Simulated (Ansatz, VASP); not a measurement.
# Mg3Zn: VASP beside Ansatz

```
CELL_PARAMETERS angstrom
4.27552 0.00000 0.00000
0.00000 4.27552 0.00000
0.00000 0.00000 4.27552
ATOMIC_POSITIONS crystal
Mg 0.49795 0.50701 0.99926
Mg 0.49781 0.00670 0.49942
Mg 0.99772 0.50672 0.49860
Zn 0.99783 0.00711 0.99913
```

Alike in both runs: functional LDA; k mesh 4 × 4 × 4; occupations methfessel-paxton of order 1, width 0.05 eV; no spin polarisation.

Ansatz relaxed the structure, and its values are those at the end. VASP's run is a single point on that final structure, the one shown.

|  | VASP | Ansatz |
| --- | --- | --- |
| version | VASP 6.6.1 | Ansatz 0.2.0 |
| potentials or method | VASP PAW LDA potentials, release 64 (Mg, Zn), cutoff 600 eV | plane waves, PAW |
| valence electrons in the cell | 18 | 42 |

|  | VASP | Ansatz | Ansatz less VASP |
| --- | --- | --- | --- |
| rms of the force components (eV/Å) | 0.003 | 0.003 | 0.0000 |

LDA's correlation is that of Perdew and Zunger in VASP and of Perdew and Wang (1992) in Ansatz. VASP's potentials hold 18 valence electrons a cell and Ansatz's 42, so a difference there can come from the potentials and not from the codes.

The k mesh is coarse, so the values compare programs but aren't converged.
